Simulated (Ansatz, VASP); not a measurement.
**TaN in VASP and in Ansatz**

```
Ta N
1.0
     2.92399    0.00000    0.00000
     1.46199   -2.53225   -2.87073
     1.46199    2.53225   -2.87073
Ta N
2 2
Cartesian
  1.4620 -0.8441 -1.4354
  4.3860 -0.8441 -4.3061
  2.9240 0.0000 -2.8707
  0.0000 0.0000 0.0000
```

Alike in both runs: task single point; functional PBEsol; k mesh 14 × 14 × 14; occupations gaussian, width 0.15 eV; no spin polarisation.

```csv
,VASP,Ansatz
version,VASP 6.6.1,Ansatz 0.2.0
potentials or method,"VASP PAW PBE potentials, release 64 (Ta_pv, N), cutoff 520 eV","scalar-relativistic, plane waves, PAW"
valence electrons in the cell,32,36
```

```csv
,VASP,Ansatz,Ansatz less VASP
gap on the k mesh at the Fermi level (eV),none,none,-
pressure (GPa),0.9,0.0,-0.85
"traceless stress, the component that is largest in VASP (GPa)",0.13,-0.01,-0.137
```

VASP's potentials were made for PBE, not for PBEsol. A gap of «none» marks a metal or a gap that the smearing closes. VASP's potentials hold 32 valence electrons a cell and Ansatz's 36, so a difference there can come from the potentials and not from the codes.

Neither program's run includes spin-orbit coupling.
